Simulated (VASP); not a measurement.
Ag:

```
Ag
1.0
     2.88620    0.00000    0.00000
    -1.44310    2.49952    0.00000
     0.00000    0.00000   10.00000
Ag
4
Direct
  0.00000 0.00000 0.50000
  0.00000 0.00000 0.00000
  0.66667 0.33333 0.75000
  0.33333 0.66667 0.25000
```

This isn't the form of Ag at room conditions, which is fcc.

| Quantity | Value |
| --- | --- |
| Program | VASP 6.6.1 |
| Task | relaxation of cell and atoms |
| Functional | PBEsol |
| Dispersion | D3(BJ) |
| Potentials or basis | VASP PAW PBE potentials, release 64 (Ag) |
| Cutoff | 600 eV |
| k mesh | 11 × 11 × 3 |
| Occupations | fermi-dirac, width 0.05 eV |
| Spin | no spin polarisation |

At the start: pressure -12.0 GPa; volume 18.04 Å³/atom.

How do energy, volume and symmetry change on relaxing?

Over 9 steps the energy falls by 99.0 meV/atom and the volume is 15.90 Å³/atom (-11.8 %); space group P6_3/mmc (No. 194, to 0.1 Å) before and after.

Step by step:
```csv
step,energy change (eV),largest force (eV/Å),pressure (GPa),volume (Å³)
1,0.0000,0.0000,-11.98,72.14
2,-0.1956,0.0000,13.54,58.95
3,-0.3723,0.0000,0.19,63.71
4,-0.3723,0.0000,0.55,63.54
5,-0.3936,0.0000,0.54,63.41
6,-0.3955,0.0000,0.54,63.36
7,-0.3955,0.0000,0.57,63.35
8,-0.3955,0.0000,-0.53,63.87
9,-0.3960,0.0000,-0.02,63.60
```

Final structure:
```yaml
crystal:
  lattice:
    - [2.81057, 0.00000, 0.00000]
    - [-1.40529, 2.43403, 0.00000]
    - [0.00000, 0.00000, 9.29616]
  atoms:
    - { symbol: Ag, position: [0.00000, 0.00000, 0.50000] }
    - { symbol: Ag, position: [0.00000, 0.00000, 0.00000] }
    - { symbol: Ag, position: [0.66667, 0.33333, 0.75000] }
    - { symbol: Ag, position: [0.33333, 0.66667, 0.25000] }
```

Caveat: the PAW data sets were made with another functional, which shifts forces and pressure a little.
